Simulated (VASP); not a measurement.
Here is a VASP 6.6.1 calculation.

The input POSCAR:

```
SiO2
1.0
    4.4485125947      0.0000000000      0.0000000000
    0.0000000000      4.4485125947      0.0000000000
    0.0000000000      0.0000000000      2.9922861125
Si O
2 4
Direct
    0.5000000000      0.5000000000      0.5000000000
    0.0000000000      0.0000000000      0.0000000000
    0.1940616415      0.8059383585      0.5000000000
    0.8059383585      0.1940616415      0.5000000000
    0.3059383585      0.3059383585      0.0000000000
    0.6940616415      0.6940616415      0.0000000000
```

INCAR.step1

```
SYSTEM = SiO2
PREC     = Accurate       ! precision mode
ENCUT    = 520            ! plane-wave cutoff, eV
ISMEAR   = 0              ! smearing method
SIGMA    = 0.1            ! smearing width, eV
LREAL    = .FALSE.        ! projectors in reciprocal space
LASPH    = .TRUE.         ! aspherical terms in the spheres
NELM     = 80             ! most SCF steps
NBANDS   = 25             ! bands
GGA      = PE             ! functional
ALGO     = Normal         ! electronic algorithm
EDIFF    = 1E-4           ! SCF threshold, eV
LWAVE    = .TRUE.         ! write WAVECAR
LCHARG   = .FALSE.        ! write CHGCAR
```

Contents of INCAR.step2:

```
SYSTEM = SiO2
PREC     = Accurate       ! precision mode
ENCUT    = 520            ! plane-wave cutoff, eV
EDIFF    = 1E-7           ! SCF threshold, eV
ISMEAR   = 0              ! smearing method
SIGMA    = 0.1            ! smearing width, eV
LREAL    = .FALSE.        ! projectors in reciprocal space
LASPH    = .TRUE.         ! aspherical terms in the spheres
NELM     = 80             ! most SCF steps
ALGO     = Normal         ! electronic algorithm
ISIF     = 2              ! what is computed and relaxed
LWAVE    = .FALSE.        ! write WAVECAR
LCHARG   = .FALSE.        ! write CHGCAR
METAGGA  = R2SCAN         ! meta-GGA
LMIXTAU  = .TRUE.       
NBANDS   = 25             ! bands
ISTART   = 1
```

KPOINTS

```
regular mesh
0
G
  4 4 6
  0 0 0
```

Potentials or basis: VASP PAW PBE potentials, release 64 (Si, O).

Launch:

```bash
$ cat potpaw_PBE.64/Si/POTCAR potpaw_PBE.64/O/POTCAR > POTCAR
$ cp INCAR.step1 INCAR
$ mpirun -np 1 vasp_std > vasp.out
$ cp INCAR.step2 INCAR
$ mpirun -np 1 vasp_std > vasp.out
```

Problem. Predict the pressure.

Solution. -49.2 GPa.

Problem. Estimate the largest force.

Solution. 0.519 eV/Å.

Problem. Predict the band gap on the k mesh.

Solution. 2.40 eV, direct.

Stress tensor (GPa, compression positive):
```
-41.15   0.00   0.00
  0.00 -41.15   0.00
  0.00   0.00 -65.30
```

Caveat: the PAW data sets were made with another functional, which shifts forces and pressure a little. r2SCAN opens gaps a little over a GGA but as a rule still falls short of measured ones.
